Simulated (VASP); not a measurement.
# SrGe2O5 (Pnma) in VASP: further runs, part 2 of 2

VASP 6.6.1. The steps go on from the part before.

### 3 Relaxation of cell and atoms, PBEsol

This run uses another cell than the first one, of 11.52 Å³/atom.

INCAR reads:

```
PREC = Accurate ; ENCUT = 600
EDIFF = 1E-7 ; ISMEAR = 0
SIGMA = 0.03 ; LREAL = Auto
LASPH = T ; NELM = 80
ALGO = Normal ; ISIF = 3
LWAVE = F ; LCHARG = F
GGA = PS ; IBRION = 2
NSW = 90 ; EDIFFG = -0.005
KPAR = 8
```

KPOINTS reads:

```
regular mesh
0
Gamma
  4 6 4
```

POSCAR reads:

```
SrGe2O5                                 
1.0
    6.7286924266      0.0000000000      0.0000000000
    0.0000000000      5.8923089141      0.0000000000
    0.0000000000      0.0000000000      9.3006382986
  Sr              Ge              O             
     4     8    20
Direct
     0.9795038486923785    0.7500000000000000    0.6362583311377281
     0.0204961513076216    0.2500000000000000    0.3637416688622720
     0.5204961513076215    0.2500000000000000    0.1362583311377281
     0.4795038486923785    0.7500000000000000    0.8637416688622719
     0.5000000000000000    0.5000000000000000    0.5000000000000000
     1.0000000000000000    0.5000000000000000    0.0000000000000000
     1.0000000000000000    0.0000000000000000    0.0000000000000000
     0.5000000000000000    0.0000000000000000    0.5000000000000000
     0.7282607135712574    0.2500000000000000    0.7413975851163022
     0.2717392864287425    0.7500000000000000    0.2586024148836979
     0.7717392864287426    0.7500000000000000    0.2413975851163022
     0.2282607135712574    0.2500000000000000    0.7586024148836978
     0.8404756446544553    0.2500000000000000    0.9212593700308961
     0.1595243553455446    0.7500000000000000    0.0787406299691039
     0.6595243553455447    0.7500000000000000    0.4212593700308963
     0.3404756446544553    0.2500000000000000    0.5787406299691039
     0.6463661740495182    0.2500000000000000    0.4259151544238398
     0.3536338259504817    0.7500000000000000    0.5740848455761601
     0.8536338259504818    0.7500000000000000    0.9259151544238399
     0.1463661740495182    0.2500000000000000    0.0740848455761603
     0.6616768065785216    0.5174859311654493    0.6648304662738020
     0.3383231934214784    0.4825140688345511    0.3351695337261982
     0.8383231934214784    0.4825140688345511    0.1648304662738020
     0.1616768065785216    0.5174859311654493    0.8351695337261980
     0.1616768065785216    0.9825140688345507    0.8351695337261980
     0.8383231934214784    0.0174859311654491    0.1648304662738020
     0.3383231934214784    0.0174859311654491    0.3351695337261982
     0.6616768065785216    0.9825140688345507    0.6648304662738020
     0.9803321121239292    0.2500000000000000    0.6485122826853835
     0.0196678878760710    0.7500000000000000    0.3514877173146164
     0.5196678878760708    0.7500000000000000    0.1485122826853835
     0.4803321121239290    0.2500000000000000    0.8514877173146165
```

Potentials or basis: VASP PAW PBE potentials, release 64 (Sr_sv, Ge_d, O).

Run with:

```sh
$ cat potpaw_PBE.64/Sr_sv/POTCAR potpaw_PBE.64/Ge_d/POTCAR potpaw_PBE.64/O/POTCAR > POTCAR
$ mpirun -np 8 vasp_std > vasp.out
```

It took 27 min on 8 MPI ranks of Intel Xeon Platinum 8488C (Sapphire Rapids), shared host; peak memory 1.6 GiB.

Results (log left out):

| Quantity | Value |
| --- | --- |
| Free energy | -219.7929 eV |
| Energy gained by relaxing | 0.0 meV/atom |
| Ionic steps | 2 |
| Pressure after relaxing | 0.0 GPa |
| Largest force after relaxing | 0.005 eV/Å |
| Band gap on the k mesh | 2.53 eV (least direct gap 2.56 eV) |

Forces in eV/Å, atoms in the order of the input:
```
Sr  -0.003  0.000 -0.002
Sr   0.003  0.000  0.002
Sr   0.003  0.000 -0.002
Sr  -0.003  0.000  0.002
Ge   0.000  0.000  0.000
Ge   0.000  0.000  0.000
Ge   0.000  0.000  0.000
Ge   0.000  0.000  0.000
Ge   0.001  0.000  0.003
Ge  -0.001  0.000 -0.003
Ge  -0.001  0.000  0.003
Ge   0.001  0.000 -0.003
O    0.000  0.000  0.003
O    0.000  0.000 -0.003
O    0.000  0.000  0.003
O    0.000  0.000 -0.003
O   -0.004  0.000 -0.003
O    0.004  0.000  0.003
O    0.004  0.000 -0.003
O   -0.004  0.000  0.003
O    0.000 -0.001  0.002
O    0.000  0.001 -0.002
O    0.000  0.001  0.002
O    0.000 -0.001 -0.002
O    0.000  0.001 -0.002
O    0.000 -0.001  0.002
O    0.000 -0.001 -0.002
O    0.000  0.001  0.002
O   -0.002  0.000 -0.002
O    0.002  0.000  0.002
O    0.002  0.000 -0.002
O   -0.002  0.000  0.002
```

Final structure:
```yaml
crystal:
  lattice:
    - [6.72887, 0.00000, 0.00000]
    - [0.00000, 5.89287, 0.00000]
    - [0.00000, 0.00000, 9.29981]
  atoms:
    - { symbol: Sr, position: [0.97948, 0.75000, 0.63625] }
    - { symbol: Sr, position: [0.02052, 0.25000, 0.36375] }
    - { symbol: Sr, position: [0.52052, 0.25000, 0.13625] }
    - { symbol: Sr, position: [0.47948, 0.75000, 0.86375] }
    - { symbol: Ge, position: [0.50000, 0.50000, 0.50000] }
    - { symbol: Ge, position: [0.00000, 0.50000, 0.00000] }
    - { symbol: Ge, position: [0.00000, 0.00000, 0.00000] }
    - { symbol: Ge, position: [0.50000, 0.00000, 0.50000] }
    - { symbol: Ge, position: [0.72823, 0.25000, 0.74141] }
    - { symbol: Ge, position: [0.27177, 0.75000, 0.25859] }
    - { symbol: Ge, position: [0.77177, 0.75000, 0.24141] }
    - { symbol: Ge, position: [0.22823, 0.25000, 0.75859] }
    - { symbol: O, position: [0.84046, 0.25000, 0.92128] }
    - { symbol: O, position: [0.15954, 0.75000, 0.07872] }
    - { symbol: O, position: [0.65954, 0.75000, 0.42128] }
    - { symbol: O, position: [0.34046, 0.25000, 0.57872] }
    - { symbol: O, position: [0.64631, 0.25000, 0.42591] }
    - { symbol: O, position: [0.35369, 0.75000, 0.57409] }
    - { symbol: O, position: [0.85369, 0.75000, 0.92591] }
    - { symbol: O, position: [0.14631, 0.25000, 0.07409] }
    - { symbol: O, position: [0.66168, 0.51746, 0.66486] }
    - { symbol: O, position: [0.33832, 0.48254, 0.33514] }
    - { symbol: O, position: [0.83832, 0.48254, 0.16486] }
    - { symbol: O, position: [0.16168, 0.51746, 0.83514] }
    - { symbol: O, position: [0.16168, 0.98254, 0.83514] }
    - { symbol: O, position: [0.83832, 0.01746, 0.16486] }
    - { symbol: O, position: [0.33832, 0.01746, 0.33514] }
    - { symbol: O, position: [0.66168, 0.98254, 0.66486] }
    - { symbol: O, position: [0.98038, 0.25000, 0.64850] }
    - { symbol: O, position: [0.01962, 0.75000, 0.35150] }
    - { symbol: O, position: [0.51962, 0.75000, 0.14850] }
    - { symbol: O, position: [0.48038, 0.25000, 0.85150] }
```

Levels at points of the mesh, in eV from the valence-band top:
```
           k point  band 133  band 134  band 135  band 136  band 137  band 138  band 139  band 140
(0.00, 0.00, 0.00)     -0.33     -0.29     -0.13     -0.04      2.53      4.04      4.80      5.18
(0.50, 0.00, 0.00)     -0.42     -0.42     -0.38     -0.38      3.82      3.82      5.03      5.03
(0.00, 0.50, 0.00)     -0.44     -0.44     -0.08     -0.08      4.57      4.57      5.18      5.18
(0.50, 0.50, 0.00)     -0.31     -0.31     -0.31     -0.31      5.12      5.12      5.12      5.12
(0.00, 0.00, 0.50)     -0.27     -0.27     -0.14     -0.14      3.50      3.50      4.73      4.73
(0.50, 0.00, 0.50)     -0.43     -0.43     -0.42     -0.42      4.02      4.02      5.19      5.19
(0.00, 0.50, 0.50)     -0.49     -0.49      0.00      0.00      4.58      4.58      5.32      5.32
(0.50, 0.50, 0.50)     -0.31     -0.31     -0.31     -0.31      4.95      4.95      4.95      4.95
```

Caveat: the PAW data sets were made with another functional, which shifts forces and pressure a little.
